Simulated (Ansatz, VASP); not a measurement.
## One calculation of VPt3, two programs

Contents of INCAR:

```
ALGO = Normal
EDIFF = 1E-7
ENCUT = 520
ISIF = 2
ISMEAR = -1
ISPIN = 2
LASPH = T
LCHARG = F
LMAXMIX = 4
LORBIT = 11
LREAL = F
LWAVE = F
MAGMOM = 1.5 0 0 0
NBANDS = 34
NELM = 150
PREC = Accurate
SIGMA = 0.15
```

KPOINTS

```
k-points
0
Gamma
  6 6 6
```

The input POSCAR:

```
VPt3
1.0
    3.8700000000      0.0000000000      0.0000000000
    0.0000000000      3.8700000000      0.0000000000
    0.0000000000      0.0000000000      3.8700000000
V Pt
1 3
Direct
    0.0051679587      0.0000000000      0.0000000000
    0.0000000000      0.5000000000      0.5000000000
    0.5000000000      0.0000000000      0.5000000000
    0.5000000000      0.5000000000      0.0000000000
```

Input for Ansatz:

```yaml
crystal:
  lattice:
    - [3.87, 0.0, 0.0]
    - [0.0, 3.87, 0.0]
    - [0.0, 0.0, 3.87]
  atoms:
    - { symbol: V, position: [0.005167958656330749, 0.0, 0.0] }
    - { symbol: Pt, position: [0.0, 0.5, 0.5] }
    - { symbol: Pt, position: [0.5, 0.0, 0.5] }
    - { symbol: Pt, position: [0.5, 0.5, 0.0] }
kpoints:
  mp_grid:
    grid: [6, 6, 6]
hamiltonian:
  xc: lda
magnetization:
  spin_polarized: true
  per_species:
    V: 1.5
scf:
  occupations:
    method: fermi_dirac
    width: 0.15
output:
  forces: true
```

Alike in both runs: task single point; functional LDA; k mesh 6 × 6 × 6; occupations fermi-dirac, width 0.15 eV; collinear spin.

|  | VASP | Ansatz |
| --- | --- | --- |
| version | VASP 6.6.1 | Ansatz 0.2.0 |
| potentials or method | VASP PAW LDA potentials, release 64 (V_sv, Pt) | plane waves, PAW |
| plane-wave cutoff (eV) | 520 | 420 |
| valence electrons in the cell | 43 | 67 |

|  | VASP | Ansatz | Ansatz less VASP |
| --- | --- | --- | --- |
| rms of the force components (eV/Å) | 0.025 | 0.030 | +0.0042 |
| net moment per atom (μB) | 0.00 | 0.32 | +0.317 |
| size of the moment on the site where the two differ most (μB) | 0.00 | 1.23 | +1.226 |

The net moments are unlike, so the other rows may belong to different states. LDA's correlation is that of Perdew and Zunger in VASP and of Perdew and Wang (1992) in Ansatz. Site moments also hang on the region over which each program counts them. Atom by atom the forces differ by 0.004 eV/Å (rms over components). VASP's potentials hold 43 valence electrons a cell and Ansatz's 67, so a difference there can come from the potentials and not from the codes.

Spin-orbit coupling is off throughout.
